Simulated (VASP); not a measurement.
Wanted: the native input for a VASP 6.6.1 run.

| Quantity | Value |
| --- | --- |
| Task | relaxation of cell and atoms |
| Functional | PBE |
| Potentials or basis | VASP PAW PBE potentials, release 64 (In_d, B, As) |
| Cutoff | 600 eV |
| k mesh | 12 × 12 × 4 |
| Occupations | gaussian, width 0.1 eV |
| Spin | no spin polarisation |
| Dipole correction | no |
| Further INCAR settings | ALGO = Normal; EDIFF = 1e-06; IBRION = 2; EDIFFG = -0.01; NSW = 100; ISIF = 3 |

The structure of InB2As3 lies in POSCAR:

```
InB2As3
1.0
    3.3415497039      0.0000000000      0.0000000000
   -1.6707748519      2.8938669316      0.0000000000
    0.0000000000      0.0000000000     11.8338999179
In B As
1 2 3
Direct
    0.0000000000      0.0000000000      0.5000000000
    0.3333333333      0.6666666667      0.2755450567
    0.6666666667      0.3333333333      0.7244549433
    0.0000000000      0.0000000000      0.0000000000
    0.0000000000      0.0000000000      0.7682171881
    0.0000000000      0.0000000000      0.2317828119
```

The cell was generated, and may not be a known phase.

These files were run (other wordings do the same):

INCAR

```
PREC     = Accurate       # precision mode
ENCUT    = 600            # plane-wave cutoff, eV
EDIFF    = 1E-6           # SCF threshold, eV
ISMEAR   = 0              # smearing method
SIGMA    = 0.1            # smearing width, eV
LREAL    = F              # projectors in reciprocal space
LASPH    = T              # aspherical terms in the spheres
NELM     = 100            # most SCF steps
ALGO     = Normal         # electronic algorithm
ISIF     = 3              # what is computed and relaxed
LWAVE    = F              # write WAVECAR
LCHARG   = F              # write CHGCAR
GGA      = PE             # functional
IBRION   = 2              # ionic algorithm
NSW      = 100            # ionic steps
EDIFFG   = -0.01          # ionic threshold
```

KPOINTS

```
Automatic mesh
0
Gamma
  12 12 4
```

Potentials or basis: VASP PAW PBE potentials, release 64 (In_d, B, As).

The run is started by

```console
$ cat potpaw_PBE.64/In_d/POTCAR potpaw_PBE.64/B/POTCAR potpaw_PBE.64/As/POTCAR > POTCAR
$ mpirun -np 1 vasp_std > vasp.out
```

It gave:

```json
{
 "Relaxed volume": "19.08 Å³/atom",
 "Relaxed cell": "a = 3.342 Å, b = 3.342 Å, c = 11.836 Å, α = 90.00°, β = 90.00°, γ = 120.00°",
 "Space group after relaxing (to 0.1 Å)": "P-3m1 (No. 164)",
 "Energy gained by relaxing": "0.3 meV/atom",
 "Ionic steps": "13",
 "Pressure after relaxing": "0.0 GPa",
 "Band gap on the k mesh": "zero (bands 17 and 18 overlap by 4.01 eV)"
}
```

Caveat: spin-orbit coupling is left out, which moves the levels of the heavy elements.

Wall time 34 min on 1 thread of Intel Xeon 8259CL, on a shared host, peak memory 0.43 GiB.
